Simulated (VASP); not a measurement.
# CsEu (P-6m2) in VASP: single point with LDA

Aim: the single point of CsEu with LDA.

Everything below comes from runs of VASP 6.6.1. Logs are shortened: lines on timing, memory, paths and dates and some standing lists are left out, and cuts for length are marked.

## Step 1: The cell of the first run

The structure is hexagonal, space group P-6m2 (No. 187). The conventional cell has a = 4.464 Å, b = 4.464 Å, c = 8.009 Å, α = 90.00°, β = 90.00°, γ = 120.00°. Within 5.9 Å of Cs (site symmetry -6m2) lie 6 Cs at 4.46 Å and 6 Eu at 4.76 Å. Within 5.9 Å of Eu (site symmetry -6m2) lie 6 Eu at 4.46 Å and 6 Cs at 4.76 Å.

## Step 2: Single point, LDA, collinear spin, ferromagnetic start

INCAR

```
SYSTEM = CsEu
PREC = Accurate ; ENCUT = 600
EDIFF = 1E-6 ; ISMEAR = -1
SIGMA = 0.05 ; LREAL = .False.
LASPH = .True. ; NELM = 200
ALGO = Normal ; ISIF = 2
LWAVE = .False. ; LCHARG = .False.
ISPIN = 2 ; MAGMOM = 0 7
LORBIT = 11 ; LMAXMIX = 6
GGA = CA ; NBANDS = 24
GGA_COMPAT = .False.
```

KPOINTS

```
regular mesh
0
Gamma
  12 12 5
  0 0 0
```

POSCAR

```
CsEu
1.0
    4.4644198847      0.0000000000      0.0000000000
   -2.2322099423      3.8663010333      0.0000000000
    0.0000000000      0.0000000000      8.0086310000
Cs Eu
1 1
Direct
    0.0000000000      0.0000000000      0.5000000000
    0.6666666667      0.3333333333      0.0000000000
```

Potentials or basis: VASP PAW PBE potentials, release 64 (Cs_sv, Eu).

The run is started by

```sh
$ cat potpaw_PBE.64/Cs_sv/POTCAR potpaw_PBE.64/Eu/POTCAR > POTCAR
$ mpirun -np 1 vasp_std > vasp.out
```

OUTCAR:

```text
SYSTEM = CsEu
   PREC = Accurate
   ENCUT = 600
   EDIFF = 1E-6
   ISMEAR = -1
   LREAL = .False.
   LASPH = .True.
   NELM = 200
   ISIF = 2
   ISPIN = 2
   LORBIT = 11
   GGA = CA

 ion  position               nearest neighbor table
   1  0.000  0.000  0.500-
   2  0.667  0.333  0.000-

  LATTYP: Found a hexagonal cell.
 ALAT       =     4.4644198847
 C/A-ratio  =     1.7938794304

  Lattice vectors:

 A1 = (   4.4644198847,   0.0000000000,   0.0000000000)
 A2 = (  -2.2322099423,   3.8663010333,   0.0000000000)
 A3 = (   0.0000000000,   0.0000000000,   8.0086310000)

Analysis of symmetry for initial positions (statically):
=====================================================================
 Subroutine PRICEL returns:
 Original cell was already a primitive cell.

 Routine SETGRP: Setting up the symmetry group for a
 hexagonal supercell.

 Subroutine GETGRP returns: Found 12 space group operations
 (whereof 12 operations were pure point group operations)
 out of a pool of 24 trial point group operations.

The static configuration has the point symmetry D_3h.

Analysis of symmetry for dynamics (positions and initial velocities):
=====================================================================
 Subroutine PRICEL returns:
 Original cell was already a primitive cell.

 Routine SETGRP: Setting up the symmetry group for a
 hexagonal supercell.

 Subroutine GETGRP returns: Found 12 space group operations
 (whereof 12 operations were pure point group operations)
 out of a pool of 24 trial point group operations.

The dynamic configuration has the point symmetry D_3h.

Analysis of structural, dynamic, and magnetic symmetry:
=====================================================================
 Subroutine PRICEL returns:
 Original cell was already a primitive cell.

 Routine SETGRP: Setting up the symmetry group for a
 hexagonal supercell.

 Subroutine GETGRP returns: Found 12 space group operations
 (whereof 12 operations were pure point group operations)
 out of a pool of 24 trial point group operations.

The overall configuration has the point symmetry D_3h.

 Subroutine INISYM returns: Found 12 space group operations
 (whereof 12 operations are pure point group operations),
 and found     1 'primitive' translations

----------------------------------------------------------------------------------------

                                     Primitive cell

  volume of cell :     138.2353

  direct lattice vectors                    reciprocal lattice vectors
     4.464419885  0.000000000  0.000000000     0.223993268  0.129322574  0.000000000
    -2.232209942  3.866301033  0.000000000     0.000000000  0.258645147  0.000000000
     0.000000000  0.000000000  8.008631000     0.000000000  0.000000000  0.124865286

  length of vectors
     4.464419885  4.464419885  8.008631000     0.258645147  0.258645147  0.124865286

  position of ions in fractional coordinates (direct lattice)
     0.000000000  0.000000000  0.500000000
     0.666666667  0.333333333  0.000000000

  ion indices of the primitive-cell ions
   primitive index   ion index
                 1           1
                 2           2

----------------------------------------------------------------------------------------

 KPOINTS: regular mesh

Automatic generation of k-mesh.
 Grid dimensions read from file:
 generate k-points for:   12   12    5

 Generating k-lattice:

  Cartesian coordinates                     Fractional coordinates (reciprocal lattice)
     0.018666106  0.010776881  0.000000000     0.083333333  0.000000000  0.000000000
     0.000000000  0.021553762  0.000000000     0.000000000  0.083333333  0.000000000
     0.000000000  0.000000000  0.024973057     0.000000000  0.000000000  0.200000000

  Length of vectors
     0.021553762  0.021553762  0.024973057

  Shift w.r.t. Gamma in fractional coordinates (k-lattice)
     0.000000000  0.000000000  0.000000000

 Subroutine IBZKPT returns following result:
 ===========================================

 Found     57 irreducible k-points:

 Following reciprocal coordinates:
            Coordinates               Weight
  0.000000  0.000000  0.000000      1.000000
  0.083333  0.000000  0.000000      6.000000
  0.166667 -0.000000  0.000000      6.000000
  0.250000 -0.000000  0.000000      6.000000
  0.333333 -0.000000  0.000000      6.000000
  0.416667 -0.000000  0.000000      6.000000
[... 16 lines left out ...]
  0.250000 -0.000000  0.200000     12.000000
  0.333333 -0.000000  0.200000     12.000000
 [... further k-points ...]
   k-points           NKPTS =     57   k-points in BZ     NKDIM =     57   number of bands    NBANDS=     24
   number of dos      NEDOS =    301   number of ions     NIONS =      2
   total plane-waves  NPLWV =  82944
   dimension x,y,z NGX =    36 NGY =   36 NGZ =   64
   dimension x,y,z NGXF=    72 NGYF=   72 NGZF=  128
   ions per type =               1   1
   NGX,Y,Z   is equivalent  to a cutoff of  13.41, 13.41, 13.29 a.u.
   NGXF,Y,Z  is equivalent  to a cutoff of  26.81, 26.81, 26.57 a.u.
 SYSTEM =  CsEu
   PREC   = accura    normal or accurate (medium, high low for compatibility)
   ISTART =      0    job   : 0-new  1-cont  2-samecut
   ICHARG =      2    charge: 1-file 2-atom 10-const
   ISPIN  =      2    spin polarized calculation?
   LNONCOLLINEAR =      F non collinear calculations
   LSORBIT =      F    spin-orbit coupling
   LASPH  =      T    aspherical Exc in radial PAW
   ENCUT  =  600.0 eV  44.10 Ry    6.64 a.u.   8.92  8.92 16.00*2*pi/ulx,y,z
   NELM   =    200;   NELMIN=  2; NELMDL= -5     # of ELM steps
   EDIFF  = 0.1E-05   stopping-criterion for ELM
   LREAL  =      F    real-space projection
   EDIFFG = 0.1E-04   stopping-criterion for IOM
   NSW    =      0    number of steps for IOM
   IBRION =     -1    ionic relax: 0-MD 1-quasi-New 2-CG
   NFREE  =      0    steps in history (QN), initial steepest desc. (CG)
   ISIF   =      2    stress and relaxation
   ISYM   =      2    0-nonsym 1-usesym 2-fastsym
   POTIM  = 0.5000    time-step for ionic-motion
   TEBEG  =    0.0;   TEEND  =   0.0 temperature during run
   PSTRESS=    0.0 pullay stress
   NELECT =      26.0000    total number of electrons
   NUPDOWN=      -1.0000    fix difference up-down
   EMIN   =  10.00;   EMAX   =-10.00  energy-range for DOS
   EFERMI =   0.00;   METHOD = LEGACY
   ISMEAR =    -1;   SIGMA  =   0.05  broadening in eV -4-tet -1-fermi 0-gaus
   EFERMI_NEDOS =   21; number of points for ismear=-14 and -15
   IALGO  =     38    algorithm
   IMIX   =      4    mixing-type and parameters
     AMIX     =   0.40;   BMIX     =  1.00
     AMIX_MAG =   1.60;   BMIX_MAG =  1.00
  volume/ion in A,a.u.               =      69.12       466.43
  Fermi-wavevector in a.u.,A,eV,Ry     =   0.937979  1.772523 11.970459  0.879804
  Thomas-Fermi vector in A             =   2.065144
   LORBIT       =     11    0 simple, 1 ext, 2 COOP (PROOUT), +10 PAW based schemes
   GGA     = CA    functional components
   LHFCALC =     F    Hartree Fock is set to
   AEXX    =    0.0000 exact exchange contribution
   IVDW    =     0    specifies the selected vdW correction
   LEPSILON=     F    determine dielectric tensor
   LRPA    =     F    only Hartree local field effects (RPA)
 spin polarized calculation
  energy-cutoff  :      600.00
  volume of cell :      138.24
 maximum number of plane-waves:      4650
 NGX is ok and might be reduce to    36
   NGX = 17   NGY = 17   NGZ = 31

 number of electron      26.0000000 magnetization       7.4785005

 Free energy of the ion-electron system (eV)
  ---------------------------------------------------
  ext. energy  EPLUGINS =         0.00000000
  ---------------------------------------------------
  free energy    TOTEN  =       -11.62922934 eV

  energy without entropy =      -11.60440993  energy(sigma->0) =      -11.61681963

 E-fermi :   1.0271     XC(G=0):  -7.2054

 val. band max:        1.0263795668   @ k =   0.3333   0.1667   0.2000
 cond. band min:       1.0292849981   @ k =   0.3333   0.3333   0.4000
 fundamental gap:      0.0029054313
 Fermi energy:         1.0271200600

 spin component 1

 k-point     1 :       0.0000    0.0000    0.0000
  band No.  band energies     occupation
      1     -40.8093      1.00000
      2     -22.4183      1.00000
      3     -19.8098      1.00000
      4     -19.7186      1.00000
      5     -19.7186      1.00000
      6      -9.2461      1.00000
[... 16 lines left out ...]
     23       3.4328      0.00000
     24       4.1019      0.00000
[... 598 lines left out ...]
      2     -22.3739      1.00000
      3     -19.8018      1.00000
      4     -19.7815      1.00000
      5     -19.7343      1.00000
      6      -9.4867      1.00000
[... 16 lines left out ...]
     23       3.6691      0.00000
     24       4.1323      0.00000

 [... further k-points ...]

 spin component 2

 k-point     1 :       0.0000    0.0000    0.0000
  band No.  band energies     occupation
      1     -37.9251      1.00000
      2     -22.4065      1.00000
      3     -17.6410      1.00000
      4     -17.5365      1.00000
      5     -17.5365      1.00000
      6      -9.2187      1.00000
[... 16 lines left out ...]
     23       4.9707      0.00000
     24       4.9707      0.00000
[... 598 lines left out ...]
      2     -22.3624      1.00000
      3     -17.6297      1.00000
      4     -17.6209      1.00000
      5     -17.5572      1.00000
      6      -9.4656      1.00000
[... 16 lines left out ...]
     23       4.9843      0.00000
     24       5.1178      0.00000

 [... further k-points ...]

------------------------ aborting loop because EDIFF is reached ----------------------------------------

  FORCE on cell =-STRESS in cart. coord.  units (eV):
  Direction    XX          YY          ZZ          XY          YZ          ZX
  --------------------------------------------------------------------------------------
  -------------------------------------------------------------------------------------
  Total       -1.0221829     -1.0221829     -0.9271009     -0.0000000      0.0000000      0.0000000
  in kB      -11.8473223    -11.8473223    -10.7453012     -0.0000000      0.0000000      0.0000000
  external PRESSURE =     -11.4799819 kB  Pullay stress =       0.0000000 kB

 VOLUME and BASIS-vectors are now :
 -----------------------------------------------------------------------------
  energy-cutoff  :      600.00
  volume of cell :      138.24
      direct lattice vectors                 reciprocal lattice vectors
     4.464419885  0.000000000  0.000000000     0.223993268  0.129322574  0.000000000
    -2.232209942  3.866301033  0.000000000     0.000000000  0.258645147  0.000000000
     0.000000000  0.000000000  8.008631000     0.000000000  0.000000000  0.124865286

 POSITION                                       TOTAL-FORCE (eV/Angst)
 -----------------------------------------------------------------------------------
      0.00000      0.00000      4.00432        -0.000000     -0.000000      0.000000
      2.23221      1.28877      0.00000         0.000000      0.000000      0.000000
 -----------------------------------------------------------------------------------
    total drift:                               -0.000000      0.000000      0.000000

  FREE ENERGIE OF THE ION-ELECTRON SYSTEM (eV)
  ---------------------------------------------------
  free  energy   TOTEN  =       -11.6292293385 eV

  energy  without entropy=      -11.6044099314  energy(sigma->0) =      -11.61681963

 total charge

# of ion       s       p       d       f       tot
--------------------------------------------------
    1        1.913   4.618   0.034   0.000   6.565
    2        2.082   5.668   0.147   6.772  14.669
--------------------------------------------------
tot          3.995  10.286   0.181   6.772  21.234

 magnetization (x)

# of ion       s       p       d       f       tot
--------------------------------------------------
    1        0.004   0.002   0.007   0.000   0.013
    2        0.002  -0.084   0.084   6.772   6.774
--------------------------------------------------
tot          0.006  -0.082   0.091   6.772   6.787
```

It took 12 min on 1 thread of AMD EPYC 9R45 (Zen 5), shared host; peak memory 0.5 GiB.

Results:

```yaml
Free_energy: -11.6292 eV
Pressure: -1.1 GPa
Net_moment: 7.48 μB per cell
Site_moments: Cs +0.01; Eu +6.77 μB
Valence_electrons_inside_the_program's_atomic_spheres: Cs 6.57; Eu 14.67
```

Stress tensor (GPa, compression positive):
```
-1.18  0.00  0.00
 0.00 -1.18  0.00
 0.00  0.00 -1.07
```

Levels at points of the mesh, in eV from the Fermi level:
Spin up:
| k point | band 15 | band 16 | band 17 | band 18 | band 19 | band 20 |
| --- | --- | --- | --- | --- | --- | --- |
| (0.00, 0.00, 0.00) | -0.49 | -0.49 | -0.46 | 0.48 | 1.45 | 1.45 |
| (0.50, 0.00, 0.00) | -0.49 | -0.48 | -0.12 | 0.02 | 0.48 | 1.19 |
Spin down:
```
           k point  band 6  band 7  band 8  band 9  band 10  band 11  band 12  band 13
(0.00, 0.00, 0.00)  -10.25   -9.98   -9.98   -2.72    -0.52     0.79     1.93     2.26
(0.50, 0.00, 0.00)  -10.65  -10.13  -10.13   -0.46     0.18     0.41     0.86     1.55
```

Caveat: the PAW data sets were made with another functional, which shifts forces and pressure a little; spin-orbit coupling is left out, which moves the levels of the heavy elements; without U or exact exchange the open f shell lies at the Fermi level, which spoils levels, moments and volumes. The state reached can hang on the start; a lower one may exist.
